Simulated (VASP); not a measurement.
# KCl (P4/mmm) in VASP: a series of runs

The runs below take KCl through single point, with PBE.

All numbers are computed with VASP 6.6.1; they aren't measurements. Logs are shortened: lines on timing, memory, paths and dates and some standing lists are left out, and cuts for length are marked.

## 1. The cell of the first run

The structure is tetragonal, space group P4/mmm (No. 123). Conventional cell: a = 3.525 Å, b = 3.525 Å, c = 3.634 Å, α = 90.00°, β = 90.00°, γ = 90.00°. Within 4.1 Å of K (site symmetry 4/mmm) lie 8 Cl at 3.08 Å and 6 K at 3.52 to 3.63 Å. Within 4.1 Å of Cl (site symmetry 4/mmm) lie 8 K at 3.08 Å and 6 Cl at 3.52 to 3.63 Å.

## 2. Single point, PBE (equal xx and yy strain of -3 %)

The input, INCAR:

```
SYSTEM = KCl
PREC     = Accurate       ! precision mode
ENCUT    = 520            ! plane-wave cutoff, eV
EDIFF    = 1E-6           ! SCF threshold, eV
ISMEAR   = -1             ! smearing method
SIGMA    = 0.02           ! smearing width, eV
LREAL    = .FALSE.        ! projectors in reciprocal space
LASPH    = .TRUE.         ! aspherical terms in the spheres
NELM     = 80             ! most SCF steps
ALGO     = Normal         ! electronic algorithm
ISIF     = 2              ! what is computed and relaxed
LWAVE    = .FALSE.        ! write WAVECAR
LCHARG   = .FALSE.        ! write CHGCAR
GGA      = PE             ! functional
NBANDS   = 15             ! bands
```

The input, KPOINTS:

```
regular mesh
0
G
  7 7 7
  0 0 0
```

The input, POSCAR:

```
KCl
1.0
    3.5249800000      0.0000000000      0.0000000000
    0.0000000000      3.5249800000      0.0000000000
    0.0000000000      0.0000000000      3.6340000000
K Cl
1 1
Direct
    0.0000000000      0.0000000000      0.0000000000
    0.5000000000      0.5000000000      0.5000000000
```

Potentials or basis: VASP PAW PBE potentials, release 64 (K_sv, Cl).

Command:

```console
cat potpaw_PBE.64/K_sv/POTCAR potpaw_PBE.64/Cl/POTCAR > POTCAR
mpirun -np 1 vasp_std > vasp.out
```

OUTCAR:

```text
SYSTEM = KCl
   PREC = Accurate
   ENCUT = 520
   EDIFF = 1E-6
   ISMEAR = -1
   LREAL = .FALSE.
   LASPH = .TRUE.
   NELM = 80
   ISIF = 2
   GGA = PE

 ion  position               nearest neighbor table
   1  0.000  0.000  0.000-   2 3.08   2 3.08   2 3.08   2 3.08   2 3.08   2 3.08   2 3.08   2 3.08

   2  0.500  0.500  0.500-   1 3.08   1 3.08   1 3.08   1 3.08   1 3.08   1 3.08   1 3.08   1 3.08

  LATTYP: Found a simple tetragonal cell.
 ALAT       =     3.5249800000
 C/A-ratio  =     1.0309278351

  Lattice vectors:

 A1 = (   3.5249800000,   0.0000000000,   0.0000000000)
 A2 = (   0.0000000000,   3.5249800000,   0.0000000000)
 A3 = (   0.0000000000,   0.0000000000,   3.6340000000)

Analysis of symmetry for initial positions (statically):
=====================================================================
 Subroutine PRICEL returns:
 Original cell was already a primitive cell.

 Routine SETGRP: Setting up the symmetry group for a
 simple tetragonal supercell.

 Subroutine GETGRP returns: Found 16 space group operations
 (whereof 16 operations were pure point group operations)
 out of a pool of 16 trial point group operations.

The static configuration has the point symmetry D_4h.

Analysis of symmetry for dynamics (positions and initial velocities):
=====================================================================
 Subroutine PRICEL returns:
 Original cell was already a primitive cell.

 Routine SETGRP: Setting up the symmetry group for a
 simple tetragonal supercell.

 Subroutine GETGRP returns: Found 16 space group operations
 (whereof 16 operations were pure point group operations)
 out of a pool of 16 trial point group operations.

The dynamic configuration has the point symmetry D_4h.

 Subroutine INISYM returns: Found 16 space group operations
 (whereof 16 operations are pure point group operations),
 and found     1 'primitive' translations

----------------------------------------------------------------------------------------

                                     Primitive cell

  volume of cell :      45.1542

  direct lattice vectors                    reciprocal lattice vectors
     3.524980000  0.000000000  0.000000000     0.283689553  0.000000000  0.000000000
     0.000000000  3.524980000  0.000000000     0.000000000  0.283689553  0.000000000
     0.000000000  0.000000000  3.634000000     0.000000000  0.000000000  0.275178866

  length of vectors
     3.524980000  3.524980000  3.634000000     0.283689553  0.283689553  0.275178866

  position of ions in fractional coordinates (direct lattice)
     0.000000000  0.000000000  0.000000000
     0.500000000  0.500000000  0.500000000

  ion indices of the primitive-cell ions
   primitive index   ion index
                 1           1
                 2           2

----------------------------------------------------------------------------------------

 KPOINTS: regular mesh

Automatic generation of k-mesh.
 Grid dimensions read from file:
 generate k-points for:    7    7    7

 Generating k-lattice:

  Cartesian coordinates                     Fractional coordinates (reciprocal lattice)
     0.040527079  0.000000000  0.000000000     0.142857143  0.000000000  0.000000000
     0.000000000  0.040527079  0.000000000     0.000000000  0.142857143  0.000000000
     0.000000000  0.000000000  0.039311267     0.000000000  0.000000000  0.142857143

  Length of vectors
     0.040527079  0.040527079  0.039311267

  Shift w.r.t. Gamma in fractional coordinates (k-lattice)
     0.000000000  0.000000000  0.000000000

 Subroutine IBZKPT returns following result:
 ===========================================

 Found     40 irreducible k-points:

 Following reciprocal coordinates:
            Coordinates               Weight
  0.000000  0.000000  0.000000      1.000000
  0.142857  0.000000  0.000000      4.000000
  0.285714  0.000000  0.000000      4.000000
  0.428571  0.000000  0.000000      4.000000
  0.142857  0.142857  0.000000      4.000000
  0.285714  0.142857  0.000000      8.000000
[... 16 lines left out ...]
  0.285714  0.000000  0.285714      8.000000
  0.428571  0.000000  0.285714      8.000000
 [... further k-points ...]
   k-points           NKPTS =     40   k-points in BZ     NKDIM =     40   number of bands    NBANDS=     15
   number of dos      NEDOS =    301   number of ions     NIONS =      2
   total plane-waves  NPLWV =  21952
   dimension x,y,z NGX =    28 NGY =   28 NGZ =   28
   dimension x,y,z NGXF=    56 NGYF=   56 NGZF=   56
   ions per type =               1   1
   NGX,Y,Z   is equivalent  to a cutoff of  13.21, 13.21, 12.81 a.u.
   NGXF,Y,Z  is equivalent  to a cutoff of  26.41, 26.41, 25.62 a.u.
 SYSTEM =  KCl
   PREC   = accura    normal or accurate (medium, high low for compatibility)
   ISTART =      0    job   : 0-new  1-cont  2-samecut
   ICHARG =      2    charge: 1-file 2-atom 10-const
   ISPIN  =      1    spin polarized calculation?
   LNONCOLLINEAR =      F non collinear calculations
   LSORBIT =      F    spin-orbit coupling
   LASPH  =      T    aspherical Exc in radial PAW
   ENCUT  =  520.0 eV  38.22 Ry    6.18 a.u.   6.55  6.55  6.76*2*pi/ulx,y,z
   NELM   =     80;   NELMIN=  2; NELMDL= -5     # of ELM steps
   EDIFF  = 0.1E-05   stopping-criterion for ELM
   LREAL  =      F    real-space projection
   EDIFFG = 0.1E-04   stopping-criterion for IOM
   NSW    =      0    number of steps for IOM
   IBRION =     -1    ionic relax: 0-MD 1-quasi-New 2-CG
   NFREE  =      0    steps in history (QN), initial steepest desc. (CG)
   ISIF   =      2    stress and relaxation
   ISYM   =      2    0-nonsym 1-usesym 2-fastsym
   POTIM  = 0.5000    time-step for ionic-motion
   TEBEG  =    0.0;   TEEND  =   0.0 temperature during run
   PSTRESS=    0.0 pullay stress
   NELECT =      16.0000    total number of electrons
   NUPDOWN=      -1.0000    fix difference up-down
   EMIN   =  10.00;   EMAX   =-10.00  energy-range for DOS
   EFERMI =   0.00;   METHOD = LEGACY
   ISMEAR =    -1;   SIGMA  =   0.02  broadening in eV -4-tet -1-fermi 0-gaus
   EFERMI_NEDOS =   21; number of points for ismear=-14 and -15
   IALGO  =     38    algorithm
   IMIX   =      4    mixing-type and parameters
     AMIX     =   0.40;   BMIX     =  1.00
     AMIX_MAG =   1.60;   BMIX_MAG =  1.00
  volume/ion in A,a.u.               =      22.58       152.36
  Fermi-wavevector in a.u.,A,eV,Ry     =   1.158463  2.189177 18.259508  1.342036
  Thomas-Fermi vector in A             =   2.295065
   LORBIT       =      0    0 simple, 1 ext, 2 COOP (PROOUT), +10 PAW based schemes
   GGA     = PE    functional components
[... 5 lines left out ...]
 non-spin polarized calculation
  energy-cutoff  :      520.00
  volume of cell :       45.15
 maximum number of plane-waves:      1233
 NGX is ok and might be reduce to    28
   NGX = 13   NGY = 13   NGZ = 13

 number of electron      16.0000001 magnetization

 Free energy of the ion-electron system (eV)
  ---------------------------------------------------
  ext. energy  EPLUGINS =         0.00000000
  ---------------------------------------------------
  free energy    TOTEN  =        -6.44151226 eV

  energy without entropy =       -6.44151226  energy(sigma->0) =       -6.44151226

 E-fermi :   0.9355     XC(G=0):  -9.0945

 val. band max:        0.4856475682   @ k =   0.4286   0.0000   0.4286
 cond. band min:       6.3275201362   @ k =   0.0000   0.0000   0.0000
 fundamental gap:      5.8418725680
 Fermi energy:         0.9354709297

 k-point     1 :       0.0000    0.0000    0.0000
  band No.  band energies     occupation
      1     -27.3063      2.00000
      2     -12.6126      2.00000
      3     -10.6552      2.00000
      4     -10.6159      2.00000
      5     -10.6159      2.00000
      6       0.0865      2.00000
      7       0.2885      2.00000
      8       0.2885      2.00000
      9       6.3275      0.00000
     10       6.6933      0.00000
     11       6.7858      0.00000
     12      11.5718      0.00000
     13      11.5718      0.00000
     14      11.8330      0.00000
     15      14.7337      0.00000

 k-point     2 :       0.1429    0.0000    0.0000
  band No.  band energies     occupation
      1     -27.2960      2.00000
      2     -12.6582      2.00000
      3     -10.6404      2.00000
      4     -10.6024      2.00000
      5     -10.5904      2.00000
      6      -0.2574      2.00000
      7       0.0676      2.00000
      8       0.2771      2.00000
      9       6.7407      0.00000
     10       6.9994      0.00000
     11       7.4506      0.00000
     12      11.4915      0.00000
     13      11.7049      0.00000
     14      11.7268      0.00000
     15      14.0862      0.00000

 k-point     3 :       0.2857    0.0000    0.0000
  band No.  band energies     occupation
      1     -27.2726      2.00000
      2     -12.7699      2.00000
      3     -10.6067      2.00000
      4     -10.5720      2.00000
      5     -10.5111      2.00000
      6      -1.2395      2.00000
      7       0.0228      2.00000
      8       0.2494      2.00000
      9       7.4451      0.00000
     10       8.0038      0.00000
     11       8.9103      0.00000
     12      11.4398      0.00000
     13      11.6057      0.00000
     14      12.0498      0.00000
     15      12.3597      0.00000
[... 343 lines left out ...]
 k-point    23 :       0.2857    0.0000    0.2857
  band No.  band energies     occupation
      1     -27.2495      2.00000
      2     -12.6281      2.00000
      3     -10.9068      2.00000
      4     -10.5429      2.00000
      5     -10.5095      2.00000
      6      -1.1209      2.00000
      7      -0.7052      2.00000
      8       0.3273      2.00000
      9       7.8045      0.00000
     10       8.4118      0.00000
     11       9.8647      0.00000
     12      10.3034      0.00000
     13      11.4680      0.00000
     14      11.5269      0.00000
     15      13.2424      0.00000

 k-point    24 :       0.4286    0.0000    0.2857
  band No.  band energies     occupation
      1     -27.2319      2.00000
      2     -12.5407      2.00000
      3     -10.9031      2.00000
      4     -10.6975      2.00000
      5     -10.5223      2.00000
      6      -1.4247      2.00000
      7      -0.7064      2.00000
      8       0.3886      2.00000
      9       7.5373      0.00000
     10       8.5642      0.00000
     11      10.1488      0.00000
     12      10.5827      0.00000
     13      10.8274      0.00000
     14      12.0627      0.00000
     15      13.4460      0.00000

 [... further k-points ...]
[... 5 lines left out ...]
  --------------------------------------------------------------------------------------
  -------------------------------------------------------------------------------------
  Total        2.1930344      2.1930344      1.7199800      0.0000000      0.0000000      0.0000000
  in kB       77.8140101     77.8140101     61.0289272      0.0000000      0.0000000      0.0000000
  external PRESSURE =      72.2189824 kB  Pullay stress =       0.0000000 kB

 VOLUME and BASIS-vectors are now :
 -----------------------------------------------------------------------------
  energy-cutoff  :      520.00
  volume of cell :       45.15
      direct lattice vectors                 reciprocal lattice vectors
     3.524980000  0.000000000  0.000000000     0.283689553  0.000000000  0.000000000
     0.000000000  3.524980000  0.000000000     0.000000000  0.283689553  0.000000000
     0.000000000  0.000000000  3.634000000     0.000000000  0.000000000  0.275178866

 POSITION                                       TOTAL-FORCE (eV/Angst)
 -----------------------------------------------------------------------------------
      0.00000      0.00000      0.00000         0.000000      0.000000      0.000000
      1.76249      1.76249      1.81700         0.000000      0.000000      0.000000
 -----------------------------------------------------------------------------------
    total drift:                               -0.000000      0.000000      0.000000

  FREE ENERGIE OF THE ION-ELECTRON SYSTEM (eV)
  ---------------------------------------------------
  free  energy   TOTEN  =        -6.4415122592 eV

  energy  without entropy=       -6.4415122592  energy(sigma->0) =       -6.44151226
```

It took 13 s on 1 thread of Intel Xeon Platinum 8488C (Sapphire Rapids), shared host; peak memory 0.16 GiB.

What came out:

```yaml
Free_energy: -6.4415 eV
Pressure: 7.2 GPa
Band_gap_on_the_k_mesh: 5.84 eV, indirect (least direct gap 6.04 eV)
```

Levels at points of the mesh, in eV from the valence-band top:
| k point | band 6 | band 7 | band 8 | band 9 | band 10 | band 11 |
| --- | --- | --- | --- | --- | --- | --- |
| (0.00, 0.00, 0.00) | -0.40 | -0.20 | -0.20 | 5.84 | 6.21 | 6.30 |

Caveat: the cell differs from its parent crystal (equal xx and yy strain of -3 %).

## 3. Single point, PBE (zz strain of -2 %)

The input, INCAR:

```
PREC = Accurate
ENCUT = 520
EDIFF = 1E-6
ISMEAR = -1
SIGMA = 0.02
LREAL = F
LASPH = T
NELM = 60
ALGO = Normal
ISIF = 2
LWAVE = F
LCHARG = T
GGA = PE
LELF = T
LVHAR = T
NBANDS = 15
```

The input, KPOINTS:

```
regular mesh
0
Gamma
  7 7 7
```

The input, POSCAR:

```
KCl
1.0
    3.6340000000      0.0000000000      0.0000000000
    0.0000000000      3.6340000000      0.0000000000
    0.0000000000      0.0000000000      3.5613200000
K Cl
1 1
Direct
    0.0000000000      0.0000000000      0.0000000000
    0.5000000000      0.5000000000      0.5000000000
```

Potentials or basis: VASP PAW PBE potentials, release 64 (K_sv, Cl).

Command:

```console
cat potpaw_PBE.64/K_sv/POTCAR potpaw_PBE.64/Cl/POTCAR > POTCAR
mpirun -np 1 vasp_std > vasp.out
```

Run time: 13 s. Hardware: 1 thread of Intel Xeon Platinum 8488C (Sapphire Rapids), shared host; peak memory 0.17 GiB.

Results (log left out):

```yaml
Free_energy: -6.5181 eV
Pressure: 5.4 GPa
Band_gap_on_the_k_mesh: 5.64 eV, indirect (least direct gap 5.83 eV)
```

Stress tensor (GPa, compression positive):
```
4.99 0.00 0.00
0.00 4.99 0.00
0.00 0.00 6.08
```

Levels at points of the mesh, in eV from the valence-band top:
```
           k point  band 5  band 6  band 7  band 8  band 9  band 10  band 11  band 12
(0.00, 0.00, 0.00)  -11.17   -0.32   -0.32   -0.19    5.64     6.24     6.35    10.95
```

Caveat: the cell differs from its parent crystal (zz strain of -2 %). A k mesh can miss the band edges.

[end of part 1 of 2]
